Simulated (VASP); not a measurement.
SnPbO2:

```
Sn Pb O
1.0
     3.88624    0.00000    0.00000
     0.00000    3.88624    0.00000
     0.00000    0.00000    5.11085
Sn Pb O
1 1 2
Cartesian
  1.9431 1.9431 1.1549
  0.0000 0.0000 3.9559
  1.9431 0.0000 0.0000
  0.0000 1.9431 0.0000
```

| Property | Result |
| --- | --- |
| Program | VASP 6.6.1 |
| Task | relaxation of cell and atoms |
| Functional | PBE |
| Potentials or basis | VASP PAW PBE potentials, release 64 (Sn_d, Pb_d, O) |
| Cutoff | 600 eV |
| k mesh | 4 × 4 × 4 |
| Occupations | gaussian, width 0.1 eV |
| Spin | no spin polarisation |

At the start: pressure 5.4 GPa; volume 19.30 Å³/atom.

Problem. Where does the relaxation end?

Solution. Over 5 steps the energy falls by 47.6 meV/atom and the volume is 20.19 Å³/atom (+4.6 %); space group P4mm (No. 99, to 0.1 Å) before and after.

Step by step:
```
step  energy change (eV)  largest force (eV/Å)  pressure (GPa)  volume (Å³)
   1              0.0000                1.9068            5.44        77.19
   2             -0.0998                1.1072           -4.50        84.74
   3             -0.1572                0.8092           -1.26        81.71
   4             -0.1900                0.0919           -0.12        80.88
   5             -0.1905                0.0272            0.05        80.76
```

Final structure:
```
CELL_PARAMETERS angstrom
3.95028 0.00000 0.00000
0.00000 3.95028 0.00000
0.00000 0.00000 5.17555
ATOMIC_POSITIONS crystal
Sn 0.50000 0.50000 0.21640
Pb 0.00000 0.00000 0.76024
O 0.50000 0.00000 0.01168
O 0.00000 0.50000 0.01168
```
